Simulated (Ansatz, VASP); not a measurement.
## Two plane-wave programs on CaSe

The input INCAR:

```
SYSTEM = CaSe
PREC     = Accurate       ! precision mode
ENCUT    = 520            ! plane-wave cutoff, eV
EDIFF    = 1E-6           ! SCF threshold, eV
ISMEAR   = 0              ! smearing method
SIGMA    = 0.01           ! smearing width, eV
LREAL    = .False.        ! projectors in reciprocal space
LASPH    = .True.         ! aspherical terms in the spheres
NELM     = 80             ! most SCF steps
ALGO     = Normal         ! electronic algorithm
ISIF     = 2              ! what is computed and relaxed
LWAVE    = .False.        ! write WAVECAR
LCHARG   = .False.        ! write CHGCAR
GGA      = PE             ! functional
NBANDS   = 15             ! bands
```

KPOINTS

```
Automatic mesh
0
Gamma
  6 6 6
  0 0 0
```

POSCAR

```
CaSe
1.0
    3.6873888009      0.0000000000      0.0000000000
    0.0000000000      3.6873888009      0.0000000000
    0.0000000000      0.0000000000      3.6873888009
Ca Se
1 1
Direct
    0.0000000000      0.0000000000      0.0000000000
    0.5000000000      0.5000000000      0.5000000000
```

Input for Ansatz:

```yaml
crystal:
  lattice:
    - [3.6873888009, 0.0, 0.0]
    - [0.0, 3.6873888009, 0.0]
    - [0.0, 0.0, 3.6873888009]
  atoms:
    - { symbol: Ca, position: [0.0, 0.0, 0.0] }
    - { symbol: Se, position: [0.5, 0.5, 0.5] }
kpoints:
  mp_grid: { grid: [6, 6, 6] }
hamiltonian:
  xc: pbe
scf:
  occupations: { method: fixed }
  n_extra_bands: 4
output:
  forces: true
  stress: true
  eigenvalues: true
```

Alike in both runs: task single point; functional PBE; k mesh 6 × 6 × 6; no spin polarisation.

|  | VASP | Ansatz |
| --- | --- | --- |
| version | VASP 6.6.1 | Ansatz 0.2.0 |
| potentials or method | VASP PAW PBE potentials, release 64 (Ca_sv, Se) | plane waves, PAW |
| plane-wave cutoff (eV) | 520 | 420 |
| occupations | gaussian, width 0.01 eV | fixed |
| valence electrons in the cell | 16 | 26 |

Ansatz gave:

| Item | Value |
| --- | --- |
| gap on the k mesh at the Fermi level (eV) | 0.83 |
| pressure (GPa) | -1.4 |

Q: Which values does VASP return?

A: gap on the k mesh at the Fermi level (eV): 0.82; pressure (GPa): -1.3.

VASP's potentials hold 16 valence electrons a cell and Ansatz's 26, so a difference there can come from the potentials and not from the codes.
